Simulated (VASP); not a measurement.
Sn2TeAs2: relaxation of cell and atoms with PBE

Sn2TeAs2:

```
CELL_PARAMETERS angstrom
4.80192 0.00000 0.00000
-2.40096 4.15858 0.00000
0.00000 0.00000 8.52487
ATOMIC_POSITIONS crystal
Sn 0.66667 0.33333 0.72194
Sn 0.33333 0.66667 0.27806
Te 0.00000 0.00000 0.00000
As 0.66667 0.33333 0.37590
As 0.33333 0.66667 0.62410
```

The cell was generated, and may not be a known phase.

```yaml
Program: VASP 6.6.1
Task: relaxation of cell and atoms
Functional: PBE
Potentials_or_basis: VASP PAW PBE potentials, release 64 (Sn_d, Te, As)
Cutoff: 600 eV
k_mesh: 6 × 6 × 2
Occupations: gaussian, width 0.1 eV
Spin: no spin polarisation
Dipole_correction: no
Further_INCAR_settings: ALGO = Normal; EDIFF = 1e-07; IBRION = 2; EDIFFG = -0.04; NSW = 90; ISIF = 3
```

```yaml
Relaxed_volume: 26.86 Å³/atom
Relaxed_cell: a = 4.054 Å, b = 4.054 Å, c = 9.434 Å, α = 90.00°, β = 90.00°, γ = 120.00°
Space_group_after_relaxing_to_0.1_Å: P-3m1 (No. 164)
Energy_gained_by_relaxing: 261.4 meV/atom
Ionic_steps: 27
Pressure_after_relaxing: -0.1 GPa
Largest_force_after_relaxing: 0.023 eV/Å
Band_gap_on_the_k_mesh: zero (bands 22 and 23 overlap by 1.13 eV)
```

Forces in eV/Å, atoms in the order of the input:
```
Sn   0.000  0.000  0.011
Sn   0.000  0.000 -0.011
Te   0.000  0.000  0.000
As   0.000  0.000 -0.023
As   0.000  0.000  0.023
```

Step by step:
| step | energy change (eV) | largest force (eV/Å) | pressure (GPa) | volume (Å³) |
| --- | --- | --- | --- | --- |
| 1 | 0.0000 | 0.4828 | -4.54 | 170.23 |
| 2 | -0.4392 | 1.0923 | -0.20 | 147.55 |
| 3 | -0.4446 | 1.1644 | 0.52 | 145.22 |
| 4 | -0.5895 | 1.0350 | 0.69 | 142.97 |
| 5 | -0.9520 | 0.5753 | 1.63 | 136.21 |
| 6 | -0.5308 | 1.9295 | 7.31 | 122.61 |
| 7 | -1.0286 | 0.1287 | 2.33 | 133.15 |
| 8 | -1.1257 | 0.2368 | -1.49 | 140.89 |
| 9 | -1.1266 | 0.2116 | -1.19 | 140.17 |
| 10 | -1.1981 | 0.1725 | -1.22 | 139.02 |
| 11 | -1.2034 | 0.1580 | -1.18 | 138.69 |
| 12 | -1.2128 | 0.2006 | 0.92 | 133.44 |
| 13 | -1.2175 | 0.1608 | 0.11 | 135.32 |
| 14 | -1.2218 | 0.1638 | 0.09 | 135.25 |
| 15 | -1.2317 | 0.1829 | 0.06 | 135.04 |
| 16 | -1.2388 | 0.3154 | 0.08 | 134.61 |
| 17 | -1.2412 | 0.3227 | 0.04 | 134.62 |
| 18 | -1.2467 | 0.3436 | -0.06 | 134.65 |
| 19 | -1.2547 | 0.4168 | -0.13 | 134.72 |
| 20 | -1.2543 | 0.5325 | -0.13 | 134.85 |
| 21 | -1.2601 | 0.4718 | -0.15 | 134.77 |
| 22 | -1.2779 | 0.4044 | -0.05 | 134.43 |
| 23 | -1.2965 | 0.2345 | 0.31 | 133.69 |
| 24 | -1.2967 | 0.2177 | 0.36 | 133.61 |
| 25 | -1.3038 | 0.1166 | -0.18 | 134.77 |
| 26 | -1.3044 | 0.0800 | -0.37 | 135.21 |
| 27 | -1.3069 | 0.0235 | -0.06 | 134.28 |

Final structure:
```yaml
crystal:
  lattice:
    - [4.05395, 0.00000, 0.00000]
    - [-2.02698, 3.51083, 0.00000]
    - [0.00000, 0.00000, 9.43441]
  atoms:
    - { symbol: Sn, position: [0.66667, 0.33333, 0.77661] }
    - { symbol: Sn, position: [0.33333, 0.66667, 0.22339] }
    - { symbol: Te, position: [0.00000, 0.00000, 0.00000] }
    - { symbol: As, position: [0.66667, 0.33333, 0.41111] }
    - { symbol: As, position: [0.33333, 0.66667, 0.58889] }
```

Levels at points of the mesh, in eV from the Fermi level:
```tsv
k point	band 18	band 19	band 20	band 21	band 22	band 23	band 24	band 25	band 26
(0.00, 0.00, 0.00)	-1.31	-0.50	-0.50	-0.22	0.79	0.79	2.42	2.66	2.95
(0.50, 0.00, 0.00)	-2.82	-2.47	-1.99	-1.66	-1.44	-0.34	1.49	1.90	3.21
(0.00, 0.00, 0.50)	-1.33	-0.44	-0.44	0.37	0.72	0.72	0.98	2.66	2.66
(0.50, 0.00, 0.50)	-3.88	-2.65	-1.99	-0.67	0.15	0.30	0.54	1.62	2.34
```

Wall time 16 min on 1 thread of AMD EPYC 9R45 96-Core Processor (Zen 5) (shared host), peak memory 0.37 GiB.

Caveat: the k points lie up to 0.33 Å⁻¹ apart in the final cell, too coarse for converged energies and pressures of a metal; the volume moved by over 15 % at a fixed basis, so the end points are rough; spin-orbit coupling is left out, which moves the levels of the heavy elements.
